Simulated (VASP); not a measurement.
## Si2W: single point with PBE

Si2W:

```
W Si
1.0
     4.66302    0.00000    0.00000
    -2.33151    4.03829    0.00000
     0.00000    0.00000    6.65322
W Si
3 6
Direct
  0.50000 0.00000 0.50000
  0.50000 0.50000 0.83333
  0.00000 0.50000 0.16667
  0.32748 0.16374 0.16667
  0.83626 0.16374 0.83333
  0.16374 0.32748 0.50000
  0.67252 0.83626 0.16667
  0.16374 0.83626 0.83333
  0.83626 0.67252 0.50000
```

```
Program             : VASP 6.6.1
Task                : single point
Functional          : PBE
Potentials or basis : VASP PAW PBE potentials, release 64 (W_sv, Si)
Cutoff              : 520 eV
k mesh              : 5 × 5 × 3
Occupations         : fermi-dirac, width 0.05 eV
Spin                : no spin polarisation
```

```json
{
 "Pressure": "-4.5 GPa",
 "Largest force": "0.004 eV/Å",
 "Band gap on the k mesh": "0.35 eV, indirect (least direct gap 0.85 eV)"
}
```

Forces on the atoms (eV/Å):
```
W    0.000  0.000  0.000
W    0.000  0.000  0.000
W    0.000  0.000  0.000
Si  -0.003 -0.002  0.000
Si   0.003 -0.002  0.000
Si   0.000 -0.004  0.000
Si   0.003  0.002  0.000
Si  -0.003  0.002  0.000
Si   0.000  0.004  0.000
```

Stress tensor (GPa, compression positive):
```
-5.03  0.00  0.00
 0.00 -5.03  0.00
 0.00  0.00 -3.45
```

Levels at points of the mesh, in eV from the valence-band top:
```
           k point  band 29  band 30  band 31  band 32  band 33  band 34  band 35  band 36  band 37  band 38
(0.00, 0.00, 0.00)    -3.17    -3.17    -2.86    -2.40    -0.68     2.36     2.36     2.39     2.41     2.69
```

It took 29 s on 1 thread of Intel(R) Xeon(R) 6975P-C (Granite Rapids), with other jobs on the host, peak memory 0.24 GiB.

Caveat: spin-orbit coupling is left out, which moves the levels of the heavy elements. A k mesh can miss the band edges.
